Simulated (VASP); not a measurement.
TlAgS2: single point with PBE

Crystal: TlAgS2.

```
Tl Ag S
1.0
     5.24700    0.00000    0.00000
     0.00000    5.24700    0.00000
     0.00000    0.00000    3.00325
Tl Ag S
1 1 2
Direct
  0.50000 0.50000 0.50000
  0.00000 0.00000 0.00000
  0.50000 0.00000 0.00000
  0.00000 0.50000 0.00000
```

```json
{"Program": "VASP 6.6.1", "Task": "single point", "Functional": "PBE", "Potentials or basis": "VASP PAW PBE potentials, release 64 (Tl_d, Ag, S)", "Cutoff": "520 eV", "k mesh": "4 × 4 × 6", "Occupations": "gaussian, width 0.1 eV", "Spin": "collinear spin", "Starting moments": "[0.0, 1.0, 0.0, 0.0] μB"}
```

```json
{
  "Pressure": "2.4 GPa",
  "Band gap on the k mesh": "zero (filled and empty bands overlap)",
  "Net moment": "0.00 μB per cell",
  "Valence electrons inside the program's atomic spheres": "Tl 11.18; Ag 9.75; S 3.60"
}
```

Stress tensor (GPa, compression positive):
```
-0.77  0.00  0.00
 0.00 -0.77  0.00
 0.00  0.00  8.87
```

Levels at points of the mesh, in eV from the Fermi level:
Spin up:
```tsv
k point	band 14	band 15	band 16	band 17	band 18	band 19	band 20	band 21	band 22	band 23
(0.00, 0.00, 0.00)	-3.30	-3.30	-2.17	-2.17	0.22	0.88	1.39	6.69	8.01	8.01
(0.50, 0.00, 0.00)	-3.18	-2.70	-2.43	0.31	1.27	1.32	3.44	4.47	6.34	6.86
(0.50, 0.50, 0.00)	-3.35	-0.98	0.88	1.46	1.46	1.71	2.86	2.86	5.82	5.82
(0.00, 0.00, 0.50)	-2.89	-2.32	-2.32	-0.64	-0.64	0.08	0.60	3.21	3.21	4.50
(0.50, 0.00, 0.50)	-3.03	-2.84	-2.00	-0.87	-0.82	-0.36	2.90	2.99	3.34	7.20
(0.50, 0.50, 0.50)	-2.97	-2.97	-2.78	-1.32	-0.58	1.48	1.78	4.64	7.48	7.48
```
Spin down:
```
           k point  band 16  band 17  band 18  band 19  band 20  band 21
(0.00, 0.00, 0.00)    -2.17    -2.17     0.22     0.88     1.39     6.69
(0.50, 0.00, 0.00)    -2.43     0.31     1.27     1.32     3.44     4.47
(0.50, 0.50, 0.00)     0.88     1.46     1.46     1.71     2.86     2.86
(0.00, 0.00, 0.50)    -2.32    -0.64    -0.64     0.08     0.60     3.21
(0.50, 0.00, 0.50)    -2.00    -0.87    -0.82    -0.36     2.90     2.99
(0.50, 0.50, 0.50)    -2.78    -1.32    -0.58     1.48     1.78     4.64
```

It took 72 s on 1 thread of Intel(R) Xeon(R) 6975P-C (Granite Rapids), on a shared host, peak memory 0.28 GiB.

Caveat: the stress differs along the axes, from -1 to 9 GPa; spin-orbit coupling is left out, which moves the levels of the heavy elements.
